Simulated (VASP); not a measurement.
# K (Im-3m) in VASP: further runs

K is run at these levels: PBEsol; tasks: electric field gradients.

All numbers are computed with VASP 6.6.1; they aren't measurements. Logs are shortened: lines on timing, memory, paths and dates and some standing lists are left out, and cuts for length are marked.

### 1 The cell of the first run

The structure is cubic, space group Im-3m (No. 229). Conventional cell: a = 5.431 Å, b = 5.431 Å, c = 5.431 Å, α = 90.00°, β = 90.00°, γ = 90.00°.

### 2 Electric field gradients, PBEsol (volume scaled by 1.02)

Input file INCAR:

```
  ALGO = Normal
  EDIFF = 1E-8
  ENCUT = 400
  GGA = PS
  GGA_COMPAT = F
  ISIF = 2
  ISMEAR = -1
  LASPH = T
  LCHARG = F
  LEFG = T
  LREAL = F
  LWAVE = F
  NBANDS = 10
  NELM = 120
  PREC = Accurate
  SIGMA = 0.05
```

Input file KPOINTS:

```
k-points
0
Gamma
  10 10 10
```

Input file POSCAR:

```
K
1.0
   -2.7154236633      2.7154236633      2.7154236633
    2.7154236633     -2.7154236633      2.7154236633
    2.7154236633      2.7154236633     -2.7154236633
K
1
Direct
    0.0000000000      0.0000000000      0.0000000000
```

Potentials or basis: VASP PAW PBE potentials, release 64 (K_sv).

Launch:

```console
$ cat potpaw_PBE.64/K_sv/POTCAR > POTCAR
$ mpirun -np 1 vasp_std > vasp.out
```

OUTCAR:

```text
EDIFF = 1E-8
   ENCUT = 400
   GGA = PS
   ISIF = 2
   ISMEAR = -1
   LASPH = T
   LREAL = F
   NELM = 120
   PREC = Accurate

 ion  position               nearest neighbor table
   1  0.000  0.000  0.000-

  LATTYP: Found a body centered cubic cell.
 ALAT       =     5.4308473266

  Lattice vectors:

 A1 = (  -2.7154236633,   2.7154236633,   2.7154236633)
 A2 = (   2.7154236633,  -2.7154236633,   2.7154236633)
 A3 = (   2.7154236633,   2.7154236633,  -2.7154236633)

Analysis of symmetry for initial positions (statically):
=====================================================================
 Subroutine PRICEL returns:
 Original cell was already a primitive cell.

 Routine SETGRP: Setting up the symmetry group for a
 body centered cubic supercell.

 Subroutine GETGRP returns: Found 48 space group operations
 (whereof 48 operations were pure point group operations)
 out of a pool of 48 trial point group operations.

The static configuration has the point symmetry O_h .

Analysis of symmetry for dynamics (positions and initial velocities):
=====================================================================
 Subroutine PRICEL returns:
 Original cell was already a primitive cell.

 Routine SETGRP: Setting up the symmetry group for a
 body centered cubic supercell.

 Subroutine GETGRP returns: Found 48 space group operations
 (whereof 48 operations were pure point group operations)
 out of a pool of 48 trial point group operations.

The dynamic configuration has the point symmetry O_h .

 Subroutine INISYM returns: Found 48 space group operations
 (whereof 48 operations are pure point group operations),
 and found     1 'primitive' translations

----------------------------------------------------------------------------------------

                                     Primitive cell

  volume of cell :      80.0890

  direct lattice vectors                    reciprocal lattice vectors
    -2.715423663  2.715423663  2.715423663     0.000000000  0.184133329  0.184133329
     2.715423663 -2.715423663  2.715423663     0.184133329  0.000000000  0.184133329
     2.715423663  2.715423663 -2.715423663     0.184133329  0.184133329  0.000000000

  length of vectors
     4.703251749  4.703251749  4.703251749     0.260403852  0.260403852  0.260403852

  position of ions in fractional coordinates (direct lattice)
     0.000000000  0.000000000  0.000000000

  ion indices of the primitive-cell ions
   primitive index   ion index
                 1           1

----------------------------------------------------------------------------------------

 KPOINTS: k-points

Automatic generation of k-mesh.
 Grid dimensions read from file:
 generate k-points for:   10   10   10

 Generating k-lattice:

  Cartesian coordinates                     Fractional coordinates (reciprocal lattice)
     0.000000000  0.018413333  0.018413333     0.100000000  0.000000000  0.000000000
     0.018413333  0.000000000  0.018413333     0.000000000  0.100000000  0.000000000
     0.018413333  0.018413333  0.000000000     0.000000000  0.000000000  0.100000000

  Length of vectors
     0.026040385  0.026040385  0.026040385

  Shift w.r.t. Gamma in fractional coordinates (k-lattice)
     0.000000000  0.000000000  0.000000000

 Subroutine IBZKPT returns following result:
 ===========================================

 Found     47 irreducible k-points:

 Following reciprocal coordinates:
            Coordinates               Weight
  0.000000  0.000000  0.000000      1.000000
  0.100000  0.000000  0.000000     12.000000
  0.200000  0.000000  0.000000     12.000000
  0.300000  0.000000  0.000000     12.000000
  0.400000  0.000000  0.000000     12.000000
  0.500000  0.000000  0.000000      6.000000
[... 16 lines left out ...]
  0.300000  0.300000  0.100000      8.000000
 -0.300000  0.300000  0.100000     24.000000
 [... further k-points ...]
   k-points           NKPTS =     47   k-points in BZ     NKDIM =     47   number of bands    NBANDS=     10
   number of dos      NEDOS =    301   number of ions     NIONS =      1
   total plane-waves  NPLWV =  32768
   dimension x,y,z NGX =    32 NGY =   32 NGZ =   32
   dimension x,y,z NGXF=    64 NGYF=   64 NGZF=   64
   ions per type =               1
   NGX,Y,Z   is equivalent  to a cutoff of  11.31, 11.31, 11.31 a.u.
   NGXF,Y,Z  is equivalent  to a cutoff of  22.62, 22.62, 22.62 a.u.
 SYSTEM =  unknown system
   PREC   = accura    normal or accurate (medium, high low for compatibility)
   ISTART =      0    job   : 0-new  1-cont  2-samecut
   ICHARG =      2    charge: 1-file 2-atom 10-const
   ISPIN  =      1    spin polarized calculation?
   LNONCOLLINEAR =      F non collinear calculations
   LSORBIT =      F    spin-orbit coupling
   LASPH  =      T    aspherical Exc in radial PAW
   ENCUT  =  400.0 eV  29.40 Ry    5.42 a.u.   7.67  7.67  7.67*2*pi/ulx,y,z
   NELM   =    120;   NELMIN=  2; NELMDL= -5     # of ELM steps
   EDIFF  = 0.1E-07   stopping-criterion for ELM
   LREAL  =      F    real-space projection
   EDIFFG = 0.1E-06   stopping-criterion for IOM
   NSW    =      0    number of steps for IOM
   IBRION =     -1    ionic relax: 0-MD 1-quasi-New 2-CG
   NFREE  =      0    steps in history (QN), initial steepest desc. (CG)
   ISIF   =      2    stress and relaxation
   ISYM   =      2    0-nonsym 1-usesym 2-fastsym
   POTIM  = 0.5000    time-step for ionic-motion
   TEBEG  =    0.0;   TEEND  =   0.0 temperature during run
   PSTRESS=    0.0 pullay stress
   NELECT =       9.0000    total number of electrons
   NUPDOWN=      -1.0000    fix difference up-down
   EMIN   =  10.00;   EMAX   =-10.00  energy-range for DOS
   EFERMI =   0.00;   METHOD = LEGACY
   ISMEAR =    -1;   SIGMA  =   0.05  broadening in eV -4-tet -1-fermi 0-gaus
   EFERMI_NEDOS =   21; number of points for ismear=-14 and -15
   IALGO  =     38    algorithm
   IMIX   =      4    mixing-type and parameters
     AMIX     =   0.40;   BMIX     =  1.00
     AMIX_MAG =   1.60;   BMIX_MAG =  1.00
  volume/ion in A,a.u.               =      80.09       540.47
  Fermi-wavevector in a.u.,A,eV,Ry     =   0.790008  1.492898  8.491565  0.624112
  Thomas-Fermi vector in A             =   1.895263
   LORBIT       =      0    0 simple, 1 ext, 2 COOP (PROOUT), +10 PAW based schemes
   GGA     = PS    functional components
   LHFCALC =     F    Hartree Fock is set to
   AEXX    =    0.0000 exact exchange contribution
   IVDW    =     0    specifies the selected vdW correction
   LEPSILON=     F    determine dielectric tensor
   LRPA    =     F    only Hartree local field effects (RPA)
 non-spin polarized calculation
  energy-cutoff  :      400.00
  volume of cell :       80.09
 maximum number of plane-waves:      1481
   NGX = 15   NGY = 15   NGZ = 15

 number of electron       9.0000002 magnetization

 Free energy of the ion-electron system (eV)
  ---------------------------------------------------
  ext. energy  EPLUGINS =         0.00000000
  ---------------------------------------------------
  free energy    TOTEN  =        -1.12334062 eV

  energy without entropy =       -1.11516834  energy(sigma->0) =       -1.11925448

 E-fermi :  -0.3400     XC(G=0):  -5.4892

 val. band max:       -0.3489441018   @ k =   0.3000   0.2000   0.0000
 cond. band min:      -0.2558143747   @ k =  -0.4000   0.4000   0.2000
 fundamental gap:      0.0931297271
 Fermi energy:        -0.3399528591

 k-point     1 :       0.0000    0.0000    0.0000
  band No.  band energies     occupation
      1     -32.3928      2.00000
      2     -15.9067      2.00000
      3     -15.9067      2.00000
      4     -15.9067      2.00000
      5      -2.3778      2.00000
      6       3.8707      0.00000
      7       3.8707      0.00000
      8       3.8707      0.00000
      9       4.7391      0.00000
     10       4.7391      0.00000

 k-point     2 :       0.1000    0.0000    0.0000
  band No.  band energies     occupation
      1     -32.3925      2.00000
      2     -15.9116      2.00000
      3     -15.9084      2.00000
      4     -15.9067      2.00000
      5      -2.2618      2.00000
      6       3.6719      0.00000
      7       3.7180      0.00000
      8       3.9588      0.00000
      9       4.5513      0.00000
     10       4.7062      0.00000
[... 274 lines left out ...]
 k-point    24 :      -0.3000    0.3000    0.1000
  band No.  band energies     occupation
      1     -32.3908      2.00000
      2     -15.9391      2.00000
      3     -15.9198      2.00000
      4     -15.9104      2.00000
      5      -1.2650      2.00000
      6       2.1260      0.00000
      7       3.0698      0.00000
      8       3.8999      0.00000
      9       4.6581      0.00000
     10       5.0816      0.00000

 [... further k-points ...]
[... 5 lines left out ...]
  --------------------------------------------------------------------------------------
  -------------------------------------------------------------------------------------
  Total       -0.1803219     -0.1803219     -0.1803219      0.0000000     -0.0000000      0.0000000
  in kB       -3.6073343     -3.6073343     -3.6073343      0.0000000     -0.0000000      0.0000000
  external PRESSURE =      -3.6073343 kB  Pullay stress =       0.0000000 kB

 VOLUME and BASIS-vectors are now :
 -----------------------------------------------------------------------------
  energy-cutoff  :      400.00
  volume of cell :       80.09
      direct lattice vectors                 reciprocal lattice vectors
    -2.715423663  2.715423663  2.715423663     0.000000000  0.184133329  0.184133329
     2.715423663 -2.715423663  2.715423663     0.184133329  0.000000000  0.184133329
     2.715423663  2.715423663 -2.715423663     0.184133329  0.184133329  0.000000000

 POSITION                                       TOTAL-FORCE (eV/Angst)
 -----------------------------------------------------------------------------------
      0.00000      0.00000      0.00000        -0.000000      0.000000     -0.000000
 -----------------------------------------------------------------------------------
    total drift:                                0.000000      0.000000     -0.000000

  FREE ENERGIE OF THE ION-ELECTRON SYSTEM (eV)
  ---------------------------------------------------
  free  energy   TOTEN  =        -1.1233406249 eV

  energy  without entropy=       -1.1151683446  energy(sigma->0) =       -1.11925448

 Electric field gradients (V/A^2)
---------------------------------------------------------------------
 ion       V_xx      V_yy      V_zz      V_xy      V_xz      V_yz
---------------------------------------------------------------------
   1      -0.000    -0.000    -0.000     0.000     0.000     0.000
---------------------------------------------------------------------

 Electric field gradients after diagonalization (V/A^2)
 (convention: |V_zz| > |V_xx| > |V_yy|)
----------------------------------------------------------------------
 ion       V_xx      V_yy      V_zz     asymmetry (V_yy - V_xx)/ V_zz
----------------------------------------------------------------------
   1      -0.000    -0.000     0.001       0.000
----------------------------------------------------------------------

           NMR quadrupolar parameters

 Cq : quadrupolar parameter    Cq=e*Q*V_zz/h
 eta: asymmetry parameters     (V_yy - V_xx)/ V_zz
 Q  : nuclear electric quadrupole moment in mb (millibarn)
----------------------------------------------------------------------
 ion       Cq(MHz)       eta       Q (mb)
----------------------------------------------------------------------
   1       0.000       0.000       1.000
----------------------------------------------------------------------
```

Run time: 12 s. Hardware: 1 thread of Intel Xeon 6975P-C (Granite Rapids), shared host; peak memory 0.17 GiB.

What came out:

* Free energy: -1.1233 eV
* Pressure: -0.4 GPa

Levels at points of the mesh, in eV from the Fermi level:
```tsv
k point	band 1	band 2	band 3	band 4	band 5	band 6	band 7	band 8	band 9	band 10
(0.00, 0.00, 0.00)	-32.05	-15.57	-15.57	-15.57	-2.04	4.21	4.21	4.21	5.08	5.08
(0.50, 0.00, 0.00)	-32.05	-15.62	-15.58	-15.57	0.45	0.65	3.13	4.69	5.59	5.66
(0.50, 0.50, 0.50)	-32.05	-15.60	-15.60	-15.60	1.71	1.71	3.25	3.25	3.25	5.04
```

Caveat: without QUAD_EFG the Cq values of the log hold for a quadrupole moment of 1 mb, not for the nuclei; the PAW data sets were made with another functional, which shifts forces and pressure a little.

### 3 Electric field gradients, PBEsol (volume scaled by 1.04)

Input file INCAR:

```
SYSTEM = K
PREC = Accurate
ENCUT = 400
EDIFF = 1E-8
ISMEAR = -1
SIGMA = 0.05
LREAL = .False.
LASPH = .True.
NELM = 120
ALGO = Normal
ISIF = 2
LWAVE = .False.
LCHARG = .False.
GGA = PS
LEFG = .True.
NBANDS = 10
GGA_COMPAT = .False.
```

Input file KPOINTS:

```
Automatic mesh
0
Gamma
  10 10 10
  0 0 0
```

Input file POSCAR:

```
K
1.0
   -2.7330567786      2.7330567786      2.7330567786
    2.7330567786     -2.7330567786      2.7330567786
    2.7330567786      2.7330567786     -2.7330567786
K
1
Direct
    0.0000000000      0.0000000000      0.0000000000
```

Potentials or basis: VASP PAW PBE potentials, release 64 (K_sv).

Launch:

```console
$ cat potpaw_PBE.64/K_sv/POTCAR > POTCAR
$ mpirun -np 1 vasp_std > vasp.out
```

OUTCAR:

```text
SYSTEM = K
   PREC = Accurate
   ENCUT = 400
   EDIFF = 1E-8
   ISMEAR = -1
   LREAL = .False.
   LASPH = .True.
   NELM = 120
   ISIF = 2
   GGA = PS

 ion  position               nearest neighbor table
   1  0.000  0.000  0.000-

  LATTYP: Found a body centered cubic cell.
 ALAT       =     5.4661135572

  Lattice vectors:

 A1 = (  -2.7330567786,   2.7330567786,   2.7330567786)
 A2 = (   2.7330567786,  -2.7330567786,   2.7330567786)
 A3 = (   2.7330567786,   2.7330567786,  -2.7330567786)

Analysis of symmetry for initial positions (statically):
=====================================================================
 Subroutine PRICEL returns:
 Original cell was already a primitive cell.

 Routine SETGRP: Setting up the symmetry group for a
 body centered cubic supercell.

[... 492 lines left out ...]
  external PRESSURE =      -4.0307595 kB  Pullay stress =       0.0000000 kB

 VOLUME and BASIS-vectors are now :
 -----------------------------------------------------------------------------
  energy-cutoff  :      400.00
  volume of cell :       81.66
      direct lattice vectors                 reciprocal lattice vectors
    -2.733056779  2.733056779  2.733056779     0.000000000  0.182945339  0.182945339
     2.733056779 -2.733056779  2.733056779     0.182945339  0.000000000  0.182945339
     2.733056779  2.733056779 -2.733056779     0.182945339  0.182945339  0.000000000

 POSITION                                       TOTAL-FORCE (eV/Angst)
 -----------------------------------------------------------------------------------
      0.00000      0.00000      0.00000        -0.000000     -0.000000      0.000000
 -----------------------------------------------------------------------------------
    total drift:                                0.000000      0.000000     -0.000000

  FREE ENERGIE OF THE ION-ELECTRON SYSTEM (eV)
  ---------------------------------------------------
  free  energy   TOTEN  =        -1.1196710429 eV

  energy  without entropy=       -1.1114474477  energy(sigma->0) =       -1.11555925

 Electric field gradients (V/A^2)
---------------------------------------------------------------------
 ion       V_xx      V_yy      V_zz      V_xy      V_xz      V_yz
---------------------------------------------------------------------
   1       0.000    -0.000    -0.000     0.000     0.000     0.000
---------------------------------------------------------------------

 Electric field gradients after diagonalization (V/A^2)
 (convention: |V_zz| > |V_xx| > |V_yy|)
----------------------------------------------------------------------
 ion       V_xx      V_yy      V_zz     asymmetry (V_yy - V_xx)/ V_zz
----------------------------------------------------------------------
   1      -0.000    -0.000     0.000       0.000
----------------------------------------------------------------------

           NMR quadrupolar parameters

 Cq : quadrupolar parameter    Cq=e*Q*V_zz/h
 eta: asymmetry parameters     (V_yy - V_xx)/ V_zz
 Q  : nuclear electric quadrupole moment in mb (millibarn)
----------------------------------------------------------------------
 ion       Cq(MHz)       eta       Q (mb)
----------------------------------------------------------------------
   1       0.000       0.000       1.000
----------------------------------------------------------------------
```

OSZICAR:

```text
N       E                     dE             d eps       ncg     rms          rms(c)
DAV:   1     0.367335675057E+02    0.36734E+02   -0.31249E+03   940   0.556E+02
DAV:   2     0.657431650669E-01   -0.36668E+02   -0.36322E+02  1016   0.168E+02
DAV:   3    -0.109540456571E+01   -0.11611E+01   -0.11577E+01  1484   0.237E+01
DAV:   4    -0.112051829789E+01   -0.25114E-01   -0.25101E-01  1272   0.339E+00
DAV:   5    -0.112104526930E+01   -0.52697E-03   -0.52694E-03  1474   0.322E-01    0.171E+00
DAV:   6    -0.111984198379E+01    0.12033E-02   -0.28200E-03  1438   0.345E-01    0.110E+00
DAV:   7    -0.111962270750E+01    0.21928E-03   -0.54279E-03  1406   0.449E-01    0.790E-02
DAV:   8    -0.111965594553E+01   -0.33238E-04   -0.32622E-04  1276   0.200E-01    0.279E-02
DAV:   9    -0.111967166467E+01   -0.15719E-04   -0.22481E-05  1266   0.346E-02    0.134E-02
DAV:  10    -0.111967123770E+01    0.42697E-06   -0.24094E-06  1466   0.107E-02    0.215E-03
DAV:  11    -0.111967103356E+01    0.20414E-06   -0.57409E-08  1150   0.254E-03    0.282E-04
DAV:  12    -0.111967104292E+01   -0.93584E-08   -0.90523E-10   810   0.199E-04
   1 F= -.11196710E+01 E0= -.11155592E+01  d E =-.822360E-02
```

stdout:

```text
POSCAR found type information on POSCAR K
 POSCAR found :  1 types and       1 ions
 scaLAPACK will be used
 -----------------------------------------------------------------------------
|                                                                             |
|                                                                             |
|     You enforced a specific xc type in the INCAR file but a different       |
|     I HOPE YOU KNOW WHAT YOU ARE DOING!                                     |
|                                                                             |
 -----------------------------------------------------------------------------

 LDA part: xc-table for (Slater+PW92), standard interpolation
 POSCAR, INCAR and KPOINTS ok, starting setup
 FFT: planning ... GRIDC
 FFT: planning ... GRID_SOFT
 FFT: planning ... GRID
 WAVECAR not read
 entering main loop
ion   1
```

It took 9.7 s on 1 thread of Intel Xeon 6975P-C (Granite Rapids), shared host; peak memory 0.17 GiB.

Results:

- Free energy: -1.1197 eV
- Pressure: -0.4 GPa

Levels at points of the mesh, in eV from the Fermi level:
```csv
k point,band 3,band 4,band 5,band 6,band 7,band 8
"(0.00, 0.00, 0.00)",-15.58,-15.58,-2.01,4.19,4.19,4.19
"(0.50, 0.00, 0.00)",-15.60,-15.58,0.44,0.64,3.12,4.65
"(0.50, 0.50, 0.50)",-15.62,-15.62,1.72,1.72,3.20,3.20
```

Caveat: without QUAD_EFG the Cq values of the log hold for a quadrupole moment of 1 mb, not for the nuclei; the PAW data sets were made with another functional, which shifts forces and pressure a little.
